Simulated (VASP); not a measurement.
MoN2: single point with PBE

Crystal: MoN2.

```xyz
6
Lattice="4.3331 0.0000 0.0000 0.0000 4.3331 0.0000 0.0000 0.0000 2.7519" Properties=species:S:1:pos:R:3 pbc="T T T"
Mo    2.1665    2.1665    0.0000
Mo    0.0000    0.0000    0.0000
N     3.8473    1.6808    1.5009
N     0.4857    2.6523    1.5009
N     1.6808    0.4857    1.5009
N     2.6523    3.8473    1.5009
```

This cell differs from its parent crystal: all N atoms moved +0.125 Å, as atom 3 along Cartesian [0 0 1].

```
Program                : VASP 6.6.1
Task                   : single point
Functional             : PBE
Potentials or basis    : VASP PAW PBE potentials, release 64 (Mo_sv, N)
Cutoff                 : 520 eV
k mesh                 : 12 × 12 × 18
Occupations            : gaussian, width 0.15 eV
Spin                   : no spin polarisation
Dipole correction      : no
Further INCAR settings : ALGO = Fast; EDIFF = 1e-06; NBANDS = 33
```

| Item | Value |
| --- | --- |
| Pressure | 3.1 GPa |
| Largest force | 0.614 eV/Å |
| Band gap on the k mesh | zero (bands 24 and 25 overlap by 2.51 eV) |

Forces on the atoms (eV/Å):
```
Mo   0.000  0.000  0.614
Mo   0.000  0.000  0.614
N   -0.018 -0.018 -0.307
N    0.018  0.018 -0.307
N   -0.018  0.018 -0.307
N    0.018 -0.018 -0.307
```

Stress tensor (GPa, compression positive):
```
2.62 0.00 0.00
0.00 2.62 0.00
0.00 0.00 4.12
```

Levels at points of the mesh, in eV from the Fermi level:
| k point | band 22 | band 23 | band 24 | band 25 | band 26 | band 27 |
| --- | --- | --- | --- | --- | --- | --- |
| (0.00, 0.00, 0.00) | -2.90 | -2.41 | -1.68 | 0.72 | 0.72 | 0.90 |
| (0.50, 0.00, 0.00) | -1.89 | -1.33 | -1.33 | -0.45 | -0.45 | 2.34 |
| (0.50, 0.50, 0.00) | -1.12 | 0.36 | 0.36 | 0.71 | 0.71 | 1.38 |
| (0.00, 0.00, 0.50) | -2.07 | -0.07 | 1.79 | 2.21 | 2.34 | 2.40 |
| (0.50, 0.00, 0.50) | -2.52 | -1.06 | -1.06 | 2.58 | 2.58 | 3.05 |
| (0.50, 0.50, 0.50) | -5.19 | -1.23 | -1.23 | 2.43 | 2.43 | 3.32 |

Wall time 5.6 min on 1 thread of Oxide Virtual Turin-like Processor, on a shared host, peak memory 0.41 GiB.

Caveat: the cell differs from its parent crystal (all N atoms moved +0.125 Å, as atom 3 along Cartesian [0 0 1]); the cell stands under pressure.
